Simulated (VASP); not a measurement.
Crystal: SnSe.

```
Sn Se
1.0
    11.73926    0.00000    0.00000
     0.00000    4.12947    0.00000
     0.00000    0.00000    4.73496
Sn Se
4 4
Cartesian
  7.2927 3.0971 1.7758
  10.3162 1.0324 4.1433
  4.4466 1.0324 2.9591
  1.4231 3.0971 0.5916
  1.7444 1.0324 2.4103
  7.6141 1.0324 4.6921
  4.1252 3.0971 0.0428
  9.9948 3.0971 2.3247
```

This cell differs from its parent crystal: uniaxial z strain +1.0%.

Base run:

```yaml
Program: VASP 6.6.1
Functional: PBE
Potentials_or_basis: VASP PAW PBE potentials, release 64 (Sn_d, Se)
Cutoff: 520 eV
k_mesh: 2 × 6 × 6
Occupations: fermi-dirac, width 0.02 eV
Spin: no spin polarisation
```

Its results: band gap on the k mesh 0.79 eV (least direct gap 1.13 eV); pressure 1.0 GPa; largest force 0.249 eV/Å.

Problem. The run is repeated on the same cell with these changes: functional from PBE to r2SCAN; cutoff from 520 eV to 550 eV; occupations from fermi-dirac, width 0.02 eV to gaussian, width 0.01 eV. What comes out?

Solution. Band gap on the k mesh 1.08 eV (least direct gap 1.43 eV); pressure -0.2 GPa; largest force 0.022 eV/Å.

Caveats: spin-orbit coupling is left out, which moves the levels of the heavy elements; semilocal functionals underestimate gaps, and a narrow one can read as zero (at least some runs); the PAW data sets were made with another functional, which shifts forces and pressure a little (at least some runs).

A k mesh can miss the band edges.
